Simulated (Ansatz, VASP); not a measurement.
## One calculation of TaN, two programs

INCAR

```
  ALGO = Normal
  EDIFF = 1E-8
  ENCUT = 520
  GGA = PE
  ISIF = 2
  ISMEAR = -1
  LASPH = T
  LCHARG = F
  LEFG = T
  LREAL = F
  LWAVE = F
  NBANDS = 15
  NELM = 80
  PREC = Accurate
  SIGMA = 0.02
```

The input KPOINTS:

```
k-points
0
Gamma
  12 12 10
```

The input POSCAR:

```
TaN
1.0
    2.9379988584     -0.0146899943     -0.0146899943
   -1.4817213374      2.5517266448     -0.0053769111
   -0.0144150000     -0.0144150000      2.8830000000
Ta N
1 1
Direct
    0.3333333333      0.6666666667      0.5000000000
    0.0000000000      0.0000000000      0.0000000000
```

Input for Ansatz:

```yaml
crystal:
  lattice:
    - [2.9379988584, -0.0146899943, -0.0146899943]
    - [-1.4817213374, 2.5517266448, -0.0053769111]
    - [-0.014415, -0.014415, 2.883]
  atoms:
    - { symbol: Ta, position: [0.3333333333, 0.6666666667, 0.5] }
    - { symbol: "N", position: [0.0, 0.0, 0.0] }
kpoints:
  mp_grid: { grid: [12, 12, 10] }
scf:
  occupations: { method: fermi_dirac, width: 0.02 }
hamiltonian:
  xc: pbe
  pseudopotentials: { kind: all_electron, datasets: crystal }
output:
  forces: true
  stress: true
  eigenvalues: true
  efg: { contact_densities: true }
```

Change from the starting cell: equal xy, yz and zx shear strains of -1 %, crystal datasets.

Alike in both runs: task electric field gradients; functional PBE; k mesh 12 × 12 × 10; occupations fermi-dirac, width 0.02 eV; no spin polarisation.

```csv
,VASP,Ansatz
version,VASP 6.6.1,Ansatz 0.2.0
potentials or method,"VASP PAW PBE potentials, release 64 (Ta_pv, N), cutoff 520 eV","all-electron PAW with datasets made for the crystal, scalar-relativistic"
```

Ansatz gave:

- pressure (GPa): 5.0
- traceless stress, the component that is largest in VASP (GPa): 2.48
- rms of the force components (eV/Å): 0.014
- size of Vzz on the site where it differs most (V/Å²): 68.6

Q: Estimate VASP's values.

A: Pressure (GPa): 5.5; traceless stress, the component that is largest in VASP (GPa): 2.51; rms of the force components (eV/Å): 0.014; size of Vzz on the site where it differs most (V/Å²): 39.3.

Atom by atom the forces differ by 0.001 eV/Å (rms over components). One of these differences is far larger than is usual between the two programs; its cause wasn't traced. Ansatz ran all-electron here, and VASP with PAW potentials.

Spin-orbit coupling is off throughout.
